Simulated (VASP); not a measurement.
# AlN (Pm) in VASP: further runs, part 2 of 3

VASP 6.6.1. The steps go on from the part before.

**3. Single point, PBE (atom 1 (Al) moved by -0.378 Å along [1 0 0] and +0.126 Å along [1 2 0])**

File INCAR:

```
  ALGO = Normal
  EDIFF = 1E-6
  ENCUT = 520
  GGA = PE
  ISIF = 2
  ISMEAR = 0
  LASPH = T
  LCHARG = T
  LELF = T
  LREAL = F
  LVHAR = T
  LWAVE = F
  NBANDS = 26
  NELM = 100
  PREC = Accurate
  SIGMA = 0.05
```

File KPOINTS:

```
k-points
0
Gamma
  8 6 4
```

File POSCAR:

```
AlN
1.0
   -1.6567491617      2.8695737234      0.0000000000
    0.0000000000      0.0000000000      4.1874629526
    4.9702474850      2.8695737234      0.0000000000
Al N
4 4
Direct
    0.5899711338      0.7500000000      0.1206044937
    0.0000000000      0.7500000000      0.6666666667
    0.0000000000      0.2500000000      0.3333333333
    0.5000000000      0.2500000000      0.8333333333
    0.5000000000      0.2500000000      0.1666666667
    0.0000000000      0.2500000000      0.6666666667
    0.0000000000      0.7500000000      0.3333333333
    0.5000000000      0.7500000000      0.8333333333
```

Potentials or basis: VASP PAW PBE potentials, release 64 (Al, N).

Launch:

```console
$ cat potpaw_PBE.64/Al/POTCAR potpaw_PBE.64/N/POTCAR > POTCAR
$ mpirun -np 1 vasp_std > vasp.out
```

OUTCAR:

```text
EDIFF = 1E-6
   ENCUT = 520
   GGA = PE
   ISIF = 2
   ISMEAR = 0
   LASPH = T
   LREAL = F
   NELM = 100
   PREC = Accurate

 ion  position               nearest neighbor table
   1  0.590  0.750  0.121-   8 1.68   7 1.83   5 2.13   5 2.13   7 2.30   4 2.68   4 2.68   3 2.78
                             3 2.78   2 2.94   3 3.11   3 3.11   2 3.26
   2  0.000  0.750  0.667-   8 1.91   8 1.91   7 1.91   6 2.09   6 2.09   4 2.84   4 2.84   4 2.84
                             4 2.84   3 2.84   3 2.84   1 2.94   1 3.26
   3  0.000  0.250  0.333-   5 1.91   5 1.91   6 1.91   7 2.09   7 2.09   1 2.78   1 2.78   2 2.84
                             2 2.84   1 3.11   1 3.11   4 3.31   4 3.31   4 3.31   4 3.31
   4  0.500  0.250  0.833-   6 1.91   6 1.91   5 1.91   8 2.09   8 2.09   1 2.68   1 2.68   2 2.84
                             2 2.84   2 2.84   2 2.84   3 3.31   3 3.31   3 3.31   3 3.31
   5  0.500  0.250  0.167-   3 1.91   3 1.91   4 1.91   1 2.13   1 2.13
   6  0.000  0.250  0.667-   4 1.91   4 1.91   3 1.91   2 2.09   2 2.09
   7  0.000  0.750  0.333-   1 1.83   2 1.91   3 2.09   3 2.09   1 2.30
   8  0.500  0.750  0.833-   1 1.68   2 1.91   2 1.91   4 2.09   4 2.09

  LATTYP: Found a simple orthorhombic cell.
 ALAT       =     3.3134983233
 B/A-ratio  =     1.2637588868
 C/A-ratio  =     1.7320508076

  Lattice vectors:

 A1 = (  -1.6567491617,   2.8695737234,   0.0000000000)
 A2 = (   0.0000000000,   0.0000000000,   4.1874629526)
 A3 = (   4.9702474850,   2.8695737234,   0.0000000000)

Analysis of symmetry for initial positions (statically):
=====================================================================
 Subroutine PRICEL returns:
 Original cell was already a primitive cell.

 Routine SETGRP: Setting up the symmetry group for a
 simple orthorhombic supercell.

 Subroutine GETGRP returns: Found  2 space group operations
 (whereof  1 operations were pure point group operations)
 out of a pool of  8 trial point group operations.

The static configuration has the point symmetry C_1 .
 The point group associated with its full space group is C_1h.

Analysis of symmetry for dynamics (positions and initial velocities):
=====================================================================
 Subroutine PRICEL returns:
 Original cell was already a primitive cell.

 Routine SETGRP: Setting up the symmetry group for a
 simple orthorhombic supercell.

 Subroutine GETGRP returns: Found  2 space group operations
 (whereof  1 operations were pure point group operations)
 out of a pool of  8 trial point group operations.

The dynamic configuration has the point symmetry C_1 .
 The point group associated with its full space group is C_1h.

 Subroutine INISYM returns: Found  2 space group operations
 (whereof  1 operations are pure point group operations),
 and found     1 'primitive' translations

----------------------------------------------------------------------------------------

                                     Primitive cell

  volume of cell :      79.6315

  direct lattice vectors                    reciprocal lattice vectors
    -1.656749162  2.869573723  0.000000000    -0.150897919  0.261362862  0.000000000
     0.000000000  0.000000000  4.187462953     0.000000000  0.000000000  0.238808083
     4.970247485  2.869573723  0.000000000     0.150897919  0.087120954  0.000000000

  length of vectors
     3.313498323  4.187462953  5.739147447     0.301795837  0.238808083  0.174241908

  position of ions in fractional coordinates (direct lattice)
     0.589971134  0.750000000  0.120604494
[... 74 lines left out ...]
   total plane-waves  NPLWV =  43008
   dimension x,y,z NGX =    28 NGY =   32 NGZ =   48
   dimension x,y,z NGXF=    56 NGYF=   64 NGZF=   96
   ions per type =               4   4
   NGX,Y,Z   is equivalent  to a cutoff of  14.05, 12.70, 13.90 a.u.
   NGXF,Y,Z  is equivalent  to a cutoff of  28.10, 25.41, 27.81 a.u.
 SYSTEM =  unknown system
   PREC   = accura    normal or accurate (medium, high low for compatibility)
   ISTART =      0    job   : 0-new  1-cont  2-samecut
   ICHARG =      2    charge: 1-file 2-atom 10-const
   ISPIN  =      1    spin polarized calculation?
   LNONCOLLINEAR =      F non collinear calculations
   LSORBIT =      F    spin-orbit coupling
   LASPH  =      T    aspherical Exc in radial PAW
   ENCUT  =  520.0 eV  38.22 Ry    6.18 a.u.   6.16  7.79 10.67*2*pi/ulx,y,z
   NELM   =    100;   NELMIN=  2; NELMDL= -5     # of ELM steps
   EDIFF  = 0.1E-05   stopping-criterion for ELM
   LREAL  =      F    real-space projection
   EDIFFG = 0.1E-04   stopping-criterion for IOM
   NSW    =      0    number of steps for IOM
   IBRION =     -1    ionic relax: 0-MD 1-quasi-New 2-CG
   NFREE  =      0    steps in history (QN), initial steepest desc. (CG)
   ISIF   =      2    stress and relaxation
   ISYM   =      2    0-nonsym 1-usesym 2-fastsym
   POTIM  = 0.5000    time-step for ionic-motion
   TEBEG  =    0.0;   TEEND  =   0.0 temperature during run
   PSTRESS=    0.0 pullay stress
   NELECT =      32.0000    total number of electrons
   NUPDOWN=      -1.0000    fix difference up-down
   EMIN   =  10.00;   EMAX   =-10.00  energy-range for DOS
   EFERMI =   0.00;   METHOD = LEGACY
   ISMEAR =     0;   SIGMA  =   0.05  broadening in eV -4-tet -1-fermi 0-gaus
   EFERMI_NEDOS =   21; number of points for ismear=-14 and -15
   IALGO  =     38    algorithm
   IMIX   =      4    mixing-type and parameters
     AMIX     =   0.40;   BMIX     =  1.00
     AMIX_MAG =   1.60;   BMIX_MAG =  1.00
  volume/ion in A,a.u.               =       9.95        67.17
  Fermi-wavevector in a.u.,A,eV,Ry     =   1.208082  2.282944 19.857191  1.459462
  Thomas-Fermi vector in A             =   2.343701
   LORBIT       =      0    0 simple, 1 ext, 2 COOP (PROOUT), +10 PAW based schemes
   GGA     = PE    functional components
   LHFCALC =     F    Hartree Fock is set to
   AEXX    =    0.0000 exact exchange contribution
   IVDW    =     0    specifies the selected vdW correction
   LEPSILON=     F    determine dielectric tensor
   LRPA    =     F    only Hartree local field effects (RPA)
 non-spin polarized calculation
 Gauss-broadening in eV      SIGMA  =   0.05
  energy-cutoff  :      520.00
  volume of cell :       79.63
 maximum number of plane-waves:      2174
 NGX is ok and might be reduce to    28
   NGX = 13   NGY = 15   NGZ = 21

 number of electron      31.9999993 magnetization

 Free energy of the ion-electron system (eV)
  ---------------------------------------------------
  ext. energy  EPLUGINS =         0.00000000
  ---------------------------------------------------
  free energy    TOTEN  =       -57.38781710 eV

  energy without entropy =      -57.38781710  energy(sigma->0) =      -57.38781710

 E-fermi :   8.2060     XC(G=0): -11.1553

 val. band max:        7.9736027170   @ k =   0.0000   0.0000   0.0000
 cond. band min:      10.7080193579   @ k =   0.0000   0.0000   0.0000
 fundamental gap:      2.7344166409
 Fermi energy:         8.2059596769

 k-point     1 :       0.0000    0.0000    0.0000
  band No.  band energies     occupation
      1      -9.0701      2.00000
      2      -6.8877      2.00000
      3      -6.1883      2.00000
      4      -4.9551      2.00000
      5       0.9158      2.00000
      6       1.3937      2.00000
[... 685 lines left out ...]
     25      17.5643      0.00000
     26      18.0217      0.00000

 [... further k-points ...]

------------------------ aborting loop because EDIFF is reached ----------------------------------------

  FORCE on cell =-STRESS in cart. coord.  units (eV):
  Direction    XX          YY          ZZ          XY          YZ          ZX
  --------------------------------------------------------------------------------------
  -------------------------------------------------------------------------------------
  Total        2.9612640      3.8869981      0.1464404      4.1754397      0.0000000      0.0000000
  in kB       59.5802878     78.2059496      2.9463635     84.0093613      0.0000000      0.0000000
  external PRESSURE =      46.9108670 kB  Pullay stress =       0.0000000 kB

 VOLUME and BASIS-vectors are now :
 -----------------------------------------------------------------------------
  energy-cutoff  :      520.00
  volume of cell :       79.63
      direct lattice vectors                 reciprocal lattice vectors
    -1.656749162  2.869573723  0.000000000    -0.150897919  0.261362862  0.000000000
     0.000000000  0.000000000  4.187462953     0.000000000  0.000000000  0.238808083
     4.970247485  2.869573723  0.000000000     0.150897919  0.087120954  0.000000000

 POSITION                                       TOTAL-FORCE (eV/Angst)
 -----------------------------------------------------------------------------------
     -0.37800      2.03905      3.14060         6.755916      1.672009      0.000000
      3.31350      1.91305      3.14060        -1.444893     -0.668665      0.000000
      1.65675      0.95652      1.04687        -0.361183      0.286127      0.000000
      3.31350      3.82610      1.04687        -0.017945     -0.338059      0.000000
      0.00000      1.91305      1.04687        -1.377749     -0.004059      0.000000
      3.31350      1.91305      1.04687         0.467362      0.323499      0.000000
      1.65675      0.95652      3.14060        -0.634681      0.964372      0.000000
      3.31350      3.82610      3.14060        -3.386826     -2.235224      0.000000
 -----------------------------------------------------------------------------------
    total drift:                                0.000183      0.000058      0.000000

  FREE ENERGIE OF THE ION-ELECTRON SYSTEM (eV)
  ---------------------------------------------------
  free  energy   TOTEN  =       -57.3878171039 eV

  energy  without entropy=      -57.3878171039  energy(sigma->0) =      -57.38781710
```

It took 83 s on 1 thread of AMD EPYC 9R45 (Zen 5), shared host; peak memory 0.23 GiB.

What came out:

```
Free energy            : -57.3878 eV
Pressure               : 4.7 GPa
Largest force          : 6.960 eV/Å
Band gap on the k mesh : 2.73 eV
```

Forces on the atoms (eV/Å):
```
Al   6.756  1.672  0.000
Al  -1.445 -0.669  0.000
Al  -0.361  0.286  0.000
Al  -0.018 -0.338  0.000
N   -1.378 -0.004  0.000
N    0.467  0.323  0.000
N   -0.635  0.964  0.000
N   -3.387 -2.235  0.000
```

Caveat: the cell differs from its parent crystal (atom 1 (Al) moved by -0.378 Å along [1 0 0] and +0.126 Å along [1 2 0]); the stress differs along the axes, from 0 to 8 GPa; forces of over 1 eV/Å act on the atoms, so gaps and moduli don't describe the material at rest.

[end of part 2 of 3]
